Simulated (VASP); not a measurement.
Here is a VASP 6.6.1 calculation.

The input POSCAR:

```
GaN
1.0
    0.0000000000      2.1574201731      2.1574201731
    2.1574201731      0.0000000000      2.1574201731
    2.1574201731      2.1574201731      0.0000000000
Ga N
1 1
Direct
    0.0000000000      0.0000000000      0.0000000000
    0.2500000000      0.2500000000      0.2500000000
```

Contents of INCAR.step1:

```
SYSTEM = GaN
PREC = Accurate ; ENCUT = 520
ISMEAR = 0 ; SIGMA = 0.01
LREAL = .FALSE. ; LASPH = .TRUE.
NELM = 80 ; NBANDS = 16
GGA = PE ; ALGO = Normal
EDIFF = 1E-4 ; LWAVE = .TRUE.
LCHARG = .FALSE.
```

File INCAR.step2:

```
SYSTEM = GaN
PREC = Accurate ; ENCUT = 520
EDIFF = 1E-6 ; ISMEAR = 0
SIGMA = 0.01 ; LREAL = .FALSE.
LASPH = .TRUE. ; NELM = 80
ALGO = Normal ; ISIF = 2
LWAVE = .FALSE. ; LCHARG = .FALSE.
METAGGA = R2SCAN ; LMIXTAU = .TRUE.
NBANDS = 16 ; ISTART = 1
```

Contents of KPOINTS:

```
regular mesh
0
G
  10 10 10
  0 0 0
```

Potentials or basis: VASP PAW PBE potentials, release 64 (Ga_d, N).

The run is started by

```sh
$ cat potpaw_PBE.64/Ga_d/POTCAR potpaw_PBE.64/N/POTCAR > POTCAR
$ cp INCAR.step1 INCAR
$ mpirun -np 1 vasp_std > vasp.out
$ cp INCAR.step2 INCAR
$ mpirun -np 1 vasp_std > vasp.out
```

(1) What does it give for the pressure?

(2) Estimate the band gap on the k mesh.

Answers

(1) 33.8 GPa.

(2) 2.99 eV.

Caveat: the cell differs from its parent crystal (strain -4.1%); the cell stands under pressure; the PAW data sets were made with another functional, which shifts forces and pressure a little.
